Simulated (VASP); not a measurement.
Write the native input for VASP 6.6.1 that does the following.

- Task: single point
- Functional: PBEsol
- Potentials or basis: VASP PAW PBE potentials, release 64 (Ta_pv)
- Cutoff: 520 eV
- k mesh: 6 × 6 × 4
- Occupations: gaussian, width 0.1 eV
- Spin: no spin polarisation
- Dipole correction: no
- Further INCAR settings: ALGO = Fast; EDIFF = 1e-07; NBANDS = 18

The structure of Ta lies in POSCAR:

```
Ta
1.0
    2.8588294333      0.0000000000      0.0000000000
   -1.4294147166      2.4758189143      0.0000000000
    0.0000000000      0.0000000000      5.0979469950
Ta
2
Direct
    0.3333333333      0.6666666667      0.2500000000
    0.6666666667      0.3333333333      0.7500000000
```

The input as run:

INCAR

```
PREC = Accurate ; ENCUT = 520
EDIFF = 1E-7 ; ISMEAR = 0
SIGMA = 0.1 ; LREAL = False
LASPH = True ; NELM = 60
ALGO = Fast ; ISIF = 2
LWAVE = False ; LCHARG = False
GGA = PS ; NBANDS = 18
```

KPOINTS

```
regular mesh
0
Gamma
  6 6 4
```

Potentials or basis: VASP PAW PBE potentials, release 64 (Ta_pv).

Run with:

```bash
$ cat potpaw_PBE.64/Ta_pv/POTCAR > POTCAR
$ mpirun -np 1 vasp_std > vasp.out
```

It gave:

* Pressure: 0.0 GPa
* Band gap on the k mesh: zero (band 11 reaches 7.39 eV, above the bottom of band 12 at 4.97 eV)

Caveat: the k points lie up to 0.42 Å⁻¹ apart; the PAW data sets were made with another functional, which shifts forces and pressure a little; spin-orbit coupling is left out, which moves the levels of the heavy elements.

Run time: 28 s on 1 thread of Intel(R) Xeon(R) Platinum 8259CL CPU @ 2.50GHz (Skylake/Cascade Lake) (shared host), peak memory 0.15 GiB.
